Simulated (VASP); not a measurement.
Set up this calculation in VASP 6.6.1, as the native input.

```
Task                   : single point
Functional             : PBE
Potentials or basis    : VASP PAW PBE potentials, release 64 (Pd, Pt)
Cutoff                 : 520 eV
k mesh                 : 5 × 5 × 3
Occupations            : gaussian, width 0.2 eV
Spin                   : no spin polarisation
Dipole correction      : no
Further INCAR settings : ALGO = Normal; EDIFF = 1e-06; NBANDS = 33
```

The structure of Pd4Pt lies in POSCAR:

```
Pd4Pt
1.0
    5.2771884794     -0.0000000036      0.0000000000
   -2.6385942366      4.5701792856      0.0000000000
    0.0000000000      0.0000000000      4.9698031725
Pd Pt
4 1
Direct
    0.5000000000      0.0000000000      0.0000000000
    0.0000000000      0.5000000000      0.0000000000
    0.5000000000      0.5000000000      0.0000000000
    0.0000000000      0.0000000000      0.5000000000
    0.0000000000      0.0000000000      0.0000000000
```

The cell was generated, and may not be a known phase.

The input as run:

INCAR

```
PREC = Accurate ; ENCUT = 520
EDIFF = 1E-6 ; ISMEAR = 0
SIGMA = 0.2 ; LREAL = False
LASPH = True ; NELM = 80
ALGO = Normal ; ISIF = 2
LWAVE = False ; LCHARG = False
GGA = PE ; NBANDS = 33
```

KPOINTS

```
regular mesh
0
Gamma
  5 5 3
```

Potentials or basis: VASP PAW PBE potentials, release 64 (Pd, Pt).

Run with:

```bash
$ cat potpaw_PBE.64/Pd/POTCAR potpaw_PBE.64/Pt/POTCAR > POTCAR
$ mpirun -np 1 vasp_std > vasp.out
```

It gave:

| Quantity | Value |
| --- | --- |
| Pressure | -0.3 GPa |
| Band gap on the k mesh | zero (bands 25 and 26 overlap by 1.23 eV) |

Caveat: the k points lie up to 0.42 Å⁻¹ apart, too coarse for converged energies and pressures of a metal; spin-orbit coupling is left out, which moves the levels of the heavy elements.

Wall time 70 s on 1 thread of Intel Xeon 8259CL, on a shared host, peak memory 0.24 GiB.
